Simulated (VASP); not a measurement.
Input of a VASP 6.6.1 run:

The input INCAR:

```
PREC = Accurate ; ENCUT = 520
EDIFF = 1E-7 ; ISMEAR = 0
SIGMA = 0.15 ; LREAL = F
LASPH = T ; NELM = 100
ALGO = Fast ; ISIF = 2
LWAVE = F ; LCHARG = F
GGA = PS ; NBANDS = 11
```

KPOINTS

```
Automatic mesh
0
Gamma
  16 16 10
```

The input POSCAR:

```
Ba
1.0
    1.9817841502     -3.7000062140      0.0000000000
    1.9817841502      3.7000062140      0.0000000000
    0.0000000000      0.0000000000      5.5469682200
Ba
1
Direct
    0.0000000000      0.0000000000      0.0000000000
```

Potentials or basis: VASP PAW PBE potentials, release 64 (Ba_sv).

Run with:

```bash
$ cat potpaw_PBE.64/Ba_sv/POTCAR > POTCAR
$ mpirun -np 1 vasp_std > vasp.out
```

Question: Estimate the band gap on the k mesh.

Answer: Zero (bands 5 and 6 overlap by 0.84 eV).

Question: What does it give for the pressure?

Answer: -0.2 GPa.

Stress tensor (GPa, compression positive):
```
 1.64  0.00  0.00
 0.00  0.22  0.00
 0.00  0.00 -2.33
```

Caveat: the PAW data sets were made with another functional, which shifts forces and pressure a little; spin-orbit coupling is left out, which moves the levels of the heavy elements.
